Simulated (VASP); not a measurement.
# P (Fd-3m) in VASP: a series of runs, part 2 of 2

VASP 6.6.1.

**5. Single point, RPBE (volume scaled by 1.12)**

Input file INCAR:

```
PREC = Accurate
ENCUT = 520
EDIFF = 1E-6
ISMEAR = -1
SIGMA = 0.1
LREAL = F
LASPH = T
NELM = 60
ALGO = Normal
ISIF = 2
LWAVE = F
LCHARG = T
GGA = RP
LELF = T
LVHAR = T
NBANDS = 12
```

Input file KPOINTS:

```
regular mesh
0
Gamma
  11 11 11
```

Input file POSCAR:

```
P
1.0
    0.0000000000      2.8772433126      2.8772433126
    2.8772433126      0.0000000000      2.8772433126
    2.8772433126      2.8772433126      0.0000000000
P
2
Direct
    0.1250000000      0.1250000000      0.1250000000
    0.8750000000      0.8750000000      0.8750000000
```

Potentials or basis: VASP PAW PBE potentials, release 64 (P).

On the command line:

```console
> cat potpaw_PBE.64/P/POTCAR > POTCAR
> mpirun -np 1 vasp_std > vasp.out
```

OUTCAR:

```text
PREC = Accurate
   ENCUT = 520
   EDIFF = 1E-6
   ISMEAR = -1
   LREAL = F
   LASPH = T
   NELM = 60
   ISIF = 2
   GGA = RP

 ion  position               nearest neighbor table
   1  0.125  0.125  0.125-   2 2.49   2 2.49   2 2.49   2 2.49
   2  0.875  0.875  0.875-   1 2.49   1 2.49   1 2.49   1 2.49

  LATTYP: Found a face centered cubic cell.
 ALAT       =     5.7544866252

  Lattice vectors:

 A1 = (   0.0000000000,   2.8772433126,   2.8772433126)
 A2 = (   2.8772433126,   0.0000000000,   2.8772433126)
 A3 = (   2.8772433126,   2.8772433126,   0.0000000000)

Analysis of symmetry for initial positions (statically):
=====================================================================
 Subroutine PRICEL returns:
 Original cell was already a primitive cell.

 Routine SETGRP: Setting up the symmetry group for a
 face centered cubic supercell.

 Subroutine GETGRP returns: Found 48 space group operations
 (whereof 12 operations were pure point group operations)
 out of a pool of 48 trial point group operations.

The static configuration has the point symmetry D_3d.
 The point group associated with its full space group is O_h .

Analysis of symmetry for dynamics (positions and initial velocities):
=====================================================================
 Subroutine PRICEL returns:
 Original cell was already a primitive cell.

 Routine SETGRP: Setting up the symmetry group for a
 face centered cubic supercell.

 Subroutine GETGRP returns: Found 48 space group operations
 (whereof 12 operations were pure point group operations)
 out of a pool of 48 trial point group operations.

The dynamic configuration has the point symmetry D_3d.
 The point group associated with its full space group is O_h .

 Subroutine INISYM returns: Found 48 space group operations
 (whereof 12 operations are pure point group operations),
 and found     1 'primitive' translations

[... 113 lines left out ...]
     AMIX     =   0.40;   BMIX     =  1.00
     AMIX_MAG =   1.60;   BMIX_MAG =  1.00
  volume/ion in A,a.u.               =      23.82       160.74
  Fermi-wavevector in a.u.,A,eV,Ry     =   0.972945  1.838599 12.879571  0.946622
  Thomas-Fermi vector in A             =   2.103284
   LORBIT       =      0    0 simple, 1 ext, 2 COOP (PROOUT), +10 PAW based schemes
   GGA     = RP    functional components
   LHFCALC =     F    Hartree Fock is set to
   AEXX    =    0.0000 exact exchange contribution
   IVDW    =     0    specifies the selected vdW correction
   LEPSILON=     F    determine dielectric tensor
   LRPA    =     F    only Hartree local field effects (RPA)
 non-spin polarized calculation
  energy-cutoff  :      520.00
  volume of cell :       47.64
 maximum number of plane-waves:      1305
   NGX = 15   NGY = 15   NGZ = 15

 number of electron      10.0000002 magnetization

 Free energy of the ion-electron system (eV)
  ---------------------------------------------------
  ext. energy  EPLUGINS =         0.00000000
  ---------------------------------------------------
  free energy    TOTEN  =        -8.92374209 eV

  energy without entropy =       -8.88939590  energy(sigma->0) =       -8.90656900

 E-fermi :   4.4442     XC(G=0):  -8.7628

 val. band max:        4.4424899799   @ k =   0.4545   0.3636   0.0909
 cond. band min:       4.5675234001   @ k =   0.0909   0.0909   0.0000
 fundamental gap:      0.1250334202
 Fermi energy:         4.4441922771

 k-point     1 :       0.0000    0.0000    0.0000
  band No.  band energies     occupation
      1      -9.3380      2.00000
      2       0.0409      2.00000
      3       1.8494      2.00000
      4       1.8494      2.00000
      5       1.8494      2.00000
      6       4.7560      0.08475
      7       4.7560      0.08475
      8       4.7560      0.08475
      9      10.4795      0.00000
     10      11.4789      0.00000
     11      11.4789      0.00000
     12      14.5442      0.00000
[... 331 lines left out ...]
 k-point    24 :      -0.1818    0.1818    0.0000
  band No.  band energies     occupation
      1      -8.5129      2.00000
      2      -3.1488      2.00000
      3       0.1461      2.00000
      4       1.3189      2.00000
      5       3.3966      1.99994
      6       5.6823      0.00001
      7       5.7778      0.00000
      8       6.8498      0.00000
      9      10.2637      0.00000
     10      11.8910      0.00000
     11      12.3694      0.00000
     12      15.0140      0.00000

 [... further k-points ...]
[... 5 lines left out ...]
  --------------------------------------------------------------------------------------
  -------------------------------------------------------------------------------------
  Total       -1.2279525     -1.2279525     -1.2279525      0.0000000      0.0000000     -0.0000000
  in kB      -41.2983198    -41.2983198    -41.2983198      0.0000000      0.0000000     -0.0000000
  external PRESSURE =     -41.2983198 kB  Pullay stress =       0.0000000 kB

 VOLUME and BASIS-vectors are now :
 -----------------------------------------------------------------------------
  energy-cutoff  :      520.00
  volume of cell :       47.64
      direct lattice vectors                 reciprocal lattice vectors
     0.000000000  2.877243313  2.877243313    -0.173777448  0.173777448  0.173777448
     2.877243313  0.000000000  2.877243313     0.173777448 -0.173777448  0.173777448
     2.877243313  2.877243313  0.000000000     0.173777448  0.173777448 -0.173777448

 POSITION                                       TOTAL-FORCE (eV/Angst)
 -----------------------------------------------------------------------------------
      0.71931      0.71931      0.71931        -0.000000     -0.000000     -0.000000
      5.03518      5.03518      5.03518         0.000000      0.000000      0.000000
 -----------------------------------------------------------------------------------
    total drift:                               -0.000000      0.000000      0.000000

  FREE ENERGIE OF THE ION-ELECTRON SYSTEM (eV)
  ---------------------------------------------------
  free  energy   TOTEN  =        -8.9237420936 eV

  energy  without entropy=       -8.8893959020  energy(sigma->0) =       -8.90656900
```

stdout:

```text
POSCAR found type information on POSCAR P
 POSCAR found :  1 types and       2 ions
 scaLAPACK will be used
 -----------------------------------------------------------------------------
|                                                                             |
|                                                                             |
|     You enforced a specific xc type in the INCAR file but a different       |
|     I HOPE YOU KNOW WHAT YOU ARE DOING!                                     |
|                                                                             |
 -----------------------------------------------------------------------------

 LDA part: xc-table for (Slater+PW92), standard interpolation
 POSCAR, INCAR and KPOINTS ok, starting setup
 FFT: planning ... GRIDC
 FFT: planning ... GRID_SOFT
 FFT: planning ... GRID
 WAVECAR not read
 entering main loop
```

Run time: 53 s. Hardware: 1 thread of Intel Xeon 6975P-C, shared host; peak memory 0.17 GiB.

Results:

```
Free energy            : -8.9237 eV
Pressure               : -4.1 GPa
Band gap on the k mesh : zero (band 5 reaches 5.13 eV, above the bottom of band 6 at 3.87 eV)
```

Levels at points of the mesh, in eV from the Fermi level:
| k point | band 3 | band 4 | band 5 | band 6 | band 7 | band 8 |
| --- | --- | --- | --- | --- | --- | --- |
| (0.00, 0.00, 0.00) | -2.59 | -2.59 | -2.59 | 0.31 | 0.31 | 0.31 |

Caveat: the PAW data sets were made with another functional, which shifts forces and pressure a little.

**6. Summary**

```csv
cell,gap on the mesh (eV),pressure (GPa)
"a = 3.918 Å, angles 60.0°, 2 atoms",none,-0.2
"a = 3.970 Å, angles 60.0°, 2 atoms",none,-1.7
"a = 4.020 Å, angles 60.0°, 2 atoms",none,-3.0
"a = 4.069 Å, angles 60.0°, 2 atoms",none,-4.1
```

Alike in all rows: task single point; level RPBE; potentials or basis VASP PAW PBE potentials, release 64 (P); no spin polarisation; k mesh 11 × 11 × 11; cutoff (eV) 520; smearing fermi-dirac 0.1 eV.

Caveats: the PAW data sets were made with another functional, which shifts forces and pressure a little.

Total energies depend on the potentials used, so only differences within one code and one set of settings carry meaning.
